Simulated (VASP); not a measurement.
# O (C2/m) in VASP: a series of runs

Runs on O. Level: PBEsol. Tasks: single point.

Program: VASP 6.6.1. These are calculated values, not measurements. Logs are shortened: lines on timing, memory, paths and dates and some standing lists are left out, and cuts for length are marked.

## Step 1: The cell of the first run

It takes space group C2/m (No. 12, monoclinic). Conventional cell: a = 5.703 Å, b = 3.325 Å, c = 4.393 Å, α = 90.00°, β = 123.03°, γ = 90.00°. Within 1.7 Å of O (site symmetry m) lie 1 O at 1.23 Å.

## Step 2: Single point, PBEsol

Contents of INCAR:

```
PREC     = Accurate       # precision mode
ENCUT    = 520            # plane-wave cutoff, eV
EDIFF    = 1E-6           # SCF threshold, eV
ISMEAR   = -1             # smearing method
SIGMA    = 0.05           # smearing width, eV
LREAL    = F              # projectors in reciprocal space
LASPH    = T              # aspherical terms in the spheres
NELM     = 60             # most SCF steps
ALGO     = Normal         # electronic algorithm
ISIF     = 2              # what is computed and relaxed
LWAVE    = F              # write WAVECAR
LCHARG   = F              # write CHGCAR
GGA      = PS             # functional
NBANDS   = 13             # bands
```

Contents of KPOINTS:

```
Automatic mesh
0
Gamma
  8 8 6
```

Contents of POSCAR:

```
O
1.0
    2.8514028533     -1.6624159400      0.0000000000
    2.8514028533      1.6624159400      0.0000000000
   -2.3944914034      0.0000000000      3.6835206842
O
2
Direct
    0.9745461700      0.9745461700      0.8444259800
    0.0254538300      0.0254538300      0.1555740200
```

Potentials or basis: VASP PAW PBE potentials, release 64 (O).

Launch:

```console
cat potpaw_PBE.64/O/POTCAR > POTCAR
mpirun -np 1 vasp_std > vasp.out
```

OUTCAR:

```text
PREC = Accurate
   ENCUT = 520
   EDIFF = 1E-6
   ISMEAR = -1
   LREAL = F
   LASPH = T
   NELM = 60
   ISIF = 2
   GGA = PS

 ion  position               nearest neighbor table
   1  0.975  0.975  0.844-   2 1.23
   2  0.025  0.025  0.156-   1 1.23

  LATTYP: Found a base centered monoclinic cell.
 ALAT       =     5.7028057066
 B/A-ratio  =     0.5830168607
 C/A-ratio  =     0.7703917252
 COS(beta)  =    -0.5450208256

  Lattice vectors:

 A1 = (   2.8514028533,  -1.6624159400,   0.0000000000)
 A2 = (   2.8514028533,   1.6624159400,   0.0000000000)
 A3 = (  -2.3944914034,   0.0000000000,   3.6835206842)

Analysis of symmetry for initial positions (statically):
=====================================================================
 Subroutine PRICEL returns:
 Original cell was already a primitive cell.

 Routine SETGRP: Setting up the symmetry group for a
 base centered monoclinic supercell.

 Subroutine GETGRP returns: Found  4 space group operations
 (whereof  4 operations were pure point group operations)
 out of a pool of  4 trial point group operations.

The static configuration has the point symmetry C_2h.

Analysis of symmetry for dynamics (positions and initial velocities):
=====================================================================
 Subroutine PRICEL returns:
 Original cell was already a primitive cell.

 Routine SETGRP: Setting up the symmetry group for a
 base centered monoclinic supercell.

 Subroutine GETGRP returns: Found  4 space group operations
 (whereof  4 operations were pure point group operations)
 out of a pool of  4 trial point group operations.

The dynamic configuration has the point symmetry C_2h.

 Subroutine INISYM returns: Found  4 space group operations
 (whereof  4 operations are pure point group operations),
 and found     1 'primitive' translations

----------------------------------------------------------------------------------------

                                     Primitive cell

  volume of cell :      34.9214

  direct lattice vectors                    reciprocal lattice vectors
     2.851402853 -1.662415940  0.000000000     0.175352283 -0.300767087  0.113988646
     2.851402853  1.662415940  0.000000000     0.175352283  0.300767087  0.113988646
    -2.394491403  0.000000000  3.683520684     0.000000000  0.000000000  0.271479404

  length of vectors
     3.300624939  3.300624939  4.393394327     0.366336833  0.366336833  0.271479404

  position of ions in fractional coordinates (direct lattice)
     0.974546170  0.974546170  0.844425980
     0.025453830  0.025453830  0.155574020

  ion indices of the primitive-cell ions
   primitive index   ion index
                 1           1
                 2           2

----------------------------------------------------------------------------------------

 KPOINTS: Automatic mesh

Automatic generation of k-mesh.
 Grid dimensions read from file:
 generate k-points for:    8    8    6

 Generating k-lattice:

  Cartesian coordinates                     Fractional coordinates (reciprocal lattice)
     0.021919035 -0.037595886  0.014248581     0.125000000  0.000000000  0.000000000
     0.021919035  0.037595886  0.014248581     0.000000000  0.125000000  0.000000000
     0.000000000  0.000000000  0.045246567     0.000000000  0.000000000  0.166666667

  Length of vectors
     0.045792104  0.045792104  0.045246567

  Shift w.r.t. Gamma in fractional coordinates (k-lattice)
     0.000000000  0.000000000  0.000000000

 Subroutine IBZKPT returns following result:
 ===========================================

 Found    114 irreducible k-points:

 Following reciprocal coordinates:
            Coordinates               Weight
  0.000000  0.000000  0.000000      1.000000
  0.125000  0.000000 -0.000000      4.000000
  0.250000  0.000000 -0.000000      4.000000
  0.375000  0.000000 -0.000000      4.000000
  0.500000  0.000000 -0.000000      2.000000
  0.125000  0.125000 -0.000000      2.000000
[... 16 lines left out ...]
  0.125000  0.000000  0.166667      4.000000
  0.250000  0.000000  0.166667      4.000000
 [... further k-points ...]
   k-points           NKPTS =    114   k-points in BZ     NKDIM =    114   number of bands    NBANDS=     13
   number of dos      NEDOS =    301   number of ions     NIONS =      2
   total plane-waves  NPLWV =  28224
   dimension x,y,z NGX =    28 NGY =   28 NGZ =   36
   dimension x,y,z NGXF=    56 NGYF=   56 NGZF=   72
   ions per type =               2
   NGX,Y,Z   is equivalent  to a cutoff of  14.10, 14.10, 13.62 a.u.
   NGXF,Y,Z  is equivalent  to a cutoff of  28.21, 28.21, 27.24 a.u.
 SYSTEM =  unknown system
   PREC   = accura    normal or accurate (medium, high low for compatibility)
   ISTART =      0    job   : 0-new  1-cont  2-samecut
   ICHARG =      2    charge: 1-file 2-atom 10-const
   ISPIN  =      1    spin polarized calculation?
   LNONCOLLINEAR =      F non collinear calculations
   LSORBIT =      F    spin-orbit coupling
   LASPH  =      T    aspherical Exc in radial PAW
   ENCUT  =  520.0 eV  38.22 Ry    6.18 a.u.   6.14  6.14  8.17*2*pi/ulx,y,z
   NELM   =     60;   NELMIN=  2; NELMDL= -5     # of ELM steps
   EDIFF  = 0.1E-05   stopping-criterion for ELM
   LREAL  =      F    real-space projection
   EDIFFG = 0.1E-04   stopping-criterion for IOM
   NSW    =      0    number of steps for IOM
   IBRION =     -1    ionic relax: 0-MD 1-quasi-New 2-CG
   NFREE  =      0    steps in history (QN), initial steepest desc. (CG)
   ISIF   =      2    stress and relaxation
   ISYM   =      2    0-nonsym 1-usesym 2-fastsym
   POTIM  = 0.5000    time-step for ionic-motion
   TEBEG  =    0.0;   TEEND  =   0.0 temperature during run
   PSTRESS=    0.0 pullay stress
   NELECT =      12.0000    total number of electrons
   NUPDOWN=      -1.0000    fix difference up-down
   EMIN   =  10.00;   EMAX   =-10.00  energy-range for DOS
   EFERMI =   0.00;   METHOD = LEGACY
   ISMEAR =    -1;   SIGMA  =   0.05  broadening in eV -4-tet -1-fermi 0-gaus
   EFERMI_NEDOS =   21; number of points for ismear=-14 and -15
   IALGO  =     38    algorithm
   IMIX   =      4    mixing-type and parameters
     AMIX     =   0.40;   BMIX     =  1.00
     AMIX_MAG =   1.60;   BMIX_MAG =  1.00
  volume/ion in A,a.u.               =      17.46       117.83
  Fermi-wavevector in a.u.,A,eV,Ry     =   1.146669  2.166890 17.889621  1.314850
  Thomas-Fermi vector in A             =   2.283352
   LORBIT       =      0    0 simple, 1 ext, 2 COOP (PROOUT), +10 PAW based schemes
   GGA     = PS    functional components
   LHFCALC =     F    Hartree Fock is set to
   AEXX    =    0.0000 exact exchange contribution
   IVDW    =     0    specifies the selected vdW correction
   LEPSILON=     F    determine dielectric tensor
   LRPA    =     F    only Hartree local field effects (RPA)
 non-spin polarized calculation
  energy-cutoff  :      520.00
  volume of cell :       34.92
 maximum number of plane-waves:       962
 NGX is ok and might be reduce to    28
   NGX = 13   NGY = 13   NGZ = 17

 number of electron      12.0000003 magnetization

 Free energy of the ion-electron system (eV)
  ---------------------------------------------------
  ext. energy  EPLUGINS =         0.00000000
  ---------------------------------------------------
  free energy    TOTEN  =        -9.49459749 eV

  energy without entropy =       -9.44055038  energy(sigma->0) =       -9.46757394

 E-fermi :  -1.9562     XC(G=0):  -7.4890

 val. band max:       -1.9564337177   @ k =   0.1250   0.0000   0.1667
 cond. band min:      -1.9550104466   @ k =  -0.3750   0.3750   0.0000
 fundamental gap:      0.0014232711
 Fermi energy:        -1.9562025634

 k-point     1 :       0.0000    0.0000    0.0000
  band No.  band energies     occupation
      1     -28.1426      2.00000
      2     -15.6420      2.00000
      3      -9.6371      2.00000
      4      -8.0723      2.00000
      5      -8.0360      2.00000
      6      -2.0404      1.68674
      7      -1.7651      0.04286
      8       4.7475      0.00000
      9       8.1612      0.00000
     10      12.1370      0.00000
     11      13.3587      0.00000
     12      16.1487      0.00000
     13      17.1482      0.00000

 k-point     2 :       0.1250    0.0000   -0.0000
  band No.  band energies     occupation
      1     -28.1261      2.00000
      2     -15.6457      2.00000
      3      -9.6085      2.00000
      4      -8.1927      2.00000
      5      -8.0676      2.00000
      6      -2.0205      1.56666
      7      -1.8242      0.13324
      8       5.0822      0.00000
      9       8.1439      0.00000
     10      11.8041      0.00000
     11      13.8838      0.00000
     12      15.0266      0.00000
     13      16.6907      0.00000

 k-point     3 :       0.2500    0.0000   -0.0000
  band No.  band energies     occupation
      1     -28.0864      2.00000
      2     -15.6541      2.00000
      3      -9.5261      2.00000
      4      -8.5059      2.00000
      5      -8.1237      2.00000
      6      -2.0403      1.68619
      7      -1.8985      0.47965
      8       5.9740      0.00000
      9       8.1081      0.00000
     10      11.5966      0.00000
     11      12.5849      0.00000
     12      15.1943      0.00000
     13      15.5951      0.00000

 k-point     4 :       0.3750    0.0000   -0.0000
  band No.  band energies     occupation
      1     -28.0464      2.00000
      2     -15.6617      2.00000
      3      -9.3872      2.00000
      4      -8.8655      2.00000
      5      -8.1778      2.00000
      6      -2.1676      1.97123
      7      -1.8617      0.26240
      8       7.1104      0.00000
      9       8.1427      0.00000
     10      10.5221      0.00000
     11      12.2331      0.00000
     12      13.9739      0.00000
     13      16.4849      0.00000

 k-point     5 :       0.5000    0.0000   -0.0000
  band No.  band energies     occupation
      1     -28.0298      2.00000
      2     -15.6647      2.00000
      3      -9.1894      2.00000
      4      -9.1523      2.00000
      5      -8.2000      2.00000
      6      -2.2256      1.99090
      7      -1.8393      0.17596
      8       7.6604      0.00000
      9       8.6361      0.00000
     10       9.2871      0.00000
     11      12.8725      0.00000
     12      13.1602      0.00000
     13      16.7126      0.00000
[... 257 lines left out ...]
 k-point    22 :       0.0000    0.0000    0.1667
  band No.  band energies     occupation
      1     -28.1344      2.00000
      2     -15.7558      2.00000
      3      -9.4254      2.00000
      4      -8.0895      2.00000
      5      -8.0574      2.00000
      6      -1.9884      1.31169
      7      -1.7327      0.02265
      8       4.6960      0.00000
      9       7.9715      0.00000
     10      10.3825      0.00000
     11      15.9969      0.00000
     12      16.0098      0.00000
     13      16.6662      0.00000

 k-point    23 :       0.1250    0.0000    0.1667
  band No.  band energies     occupation
      1     -28.1148      2.00000
      2     -15.7905      2.00000
      3      -9.3500      2.00000
      4      -8.2364      2.00000
      5      -8.0827      2.00000
      6      -1.9564      1.00231
      7      -1.7453      0.02904
      8       5.1288      0.00000
      9       7.8837      0.00000
     10       9.9749      0.00000
     11      14.2374      0.00000
     12      16.7818      0.00000
     13      17.0707      0.00000

 k-point    24 :       0.2500    0.0000    0.1667
  band No.  band energies     occupation
      1     -28.0757      2.00000
      2     -15.7883      2.00000
      3      -9.2560      2.00000
      4      -8.5758      2.00000
      5      -8.1405      2.00000
      6      -2.0190      1.55657
      7      -1.7876      0.06638
      8       5.9994      0.00000
      9       8.0531      0.00000
     10      10.0589      0.00000
     11      11.9677      0.00000
     12      16.5984      0.00000
     13      17.6130      0.00000

 [... further k-points ...]
[... 5 lines left out ...]
  --------------------------------------------------------------------------------------
  -------------------------------------------------------------------------------------
  Total       -0.2177882     -0.8410844     -0.9597801      0.0000000      0.0000000      0.3513549
  in kB       -9.9920275    -38.5885760    -44.0342855      0.0000000      0.0000000     16.1200082
  external PRESSURE =     -30.8716297 kB  Pullay stress =       0.0000000 kB

 VOLUME and BASIS-vectors are now :
 -----------------------------------------------------------------------------
  energy-cutoff  :      520.00
  volume of cell :       34.92
      direct lattice vectors                 reciprocal lattice vectors
     2.851402853 -1.662415940  0.000000000     0.175352283 -0.300767087  0.113988646
     2.851402853  1.662415940  0.000000000     0.175352283  0.300767087  0.113988646
    -2.394491403  0.000000000  3.683520684     0.000000000  0.000000000  0.271479404

 POSITION                                       TOTAL-FORCE (eV/Angst)
 -----------------------------------------------------------------------------------
      3.53568      0.00000      3.11046        -0.306320      0.000000      0.283690
     -0.22736      0.00000      0.57306         0.306320      0.000000     -0.283690
 -----------------------------------------------------------------------------------
    total drift:                                0.000000      0.000000      0.000000

  FREE ENERGIE OF THE ION-ELECTRON SYSTEM (eV)
  ---------------------------------------------------
  free  energy   TOTEN  =        -9.4945974927 eV

  energy  without entropy=       -9.4405503792  energy(sigma->0) =       -9.46757394
```

Run time: 22 s. Hardware: 1 thread of Intel Xeon 6975P-C (Granite Rapids), shared host; peak memory 0.18 GiB.

What came out:

```yaml
Free_energy: -9.4946 eV
Pressure: -3.1 GPa
Largest_force: 0.418 eV/Å
Band_gap_on_the_k_mesh: zero (bands 6 and 7 overlap by 0.31 eV)
```

Forces in eV/Å, atoms in the order of the input:
```
O   -0.306  0.000  0.284
O    0.306  0.000 -0.284
```

Stress tensor (GPa, compression positive):
```
-1.00  0.00  1.61
 0.00 -3.86  0.00
 1.61  0.00 -4.40
```

Caveat: the standard files for N, O and F lose accuracy on very short bonds; spin is off for a triplet molecule; the cell stands under tension; this functional lacks dispersion, which holds the molecules together, so the pressure and a relaxed volume are unreliable; the PAW data sets were made with another functional, which shifts forces and pressure a little.

[end of part 1 of 2]
